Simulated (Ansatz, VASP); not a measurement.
**Two plane-wave programs on NbGaSe3**

```xyz
5
Lattice="5.2535 0.0000 0.0000 -2.6268 4.5497 0.0000 0.0000 0.0000 5.3482" Properties=species:S:1:pos:R:3 pbc="T T T"
Nb    0.0000    0.0000    2.6741
Ga    0.0000    0.0000    0.0000
Se    2.6268    0.0000    0.0000
Se   -1.3134    2.2748    0.0000
Se    1.3134    2.2748    0.0000
```

Alike in both runs: task relaxation of cell and atoms; functional PBE; k mesh 6 × 6 × 4; occupations gaussian, width 0.1 eV; collinear spin.

|  | VASP | Ansatz |
| --- | --- | --- |
| version | VASP 6.6.1 | Ansatz 0.2.0 |
| potentials or method | VASP PAW PBE potentials, release 64 (Nb_sv, Ga_d, Se), cutoff 600 eV | scalar-relativistic, plane waves, PAW |
| valence electrons in the cell | 44 | 74 |

Ansatz gave:

* gap on the k mesh at the Fermi level, each at its own relaxed structure (eV): none
* net moment per atom (μB): 0.51
* size of the moment on the site where the two differ most (μB): 1.71
* relaxed volume (Å³/atom): 28.60
* relaxed cell length with the largest relative difference (Å): 5.086

Task: Which values does VASP return?

Result: gap on the k mesh at the Fermi level, each at its own relaxed structure (eV): none; net moment per atom (μB): 0.51; size of the moment on the site where the two differ most (μB): 2.01; relaxed volume (Å³/atom): 28.64; relaxed cell length with the largest relative difference (Å): 5.090.

Site moments also hang on the region over which each program counts them. A gap of «none» marks a metal or a gap that the smearing closes. VASP's potentials hold 44 valence electrons a cell and Ansatz's 74, so a difference there can come from the potentials and not from the codes. Ansatz's warnings: no starting moments.
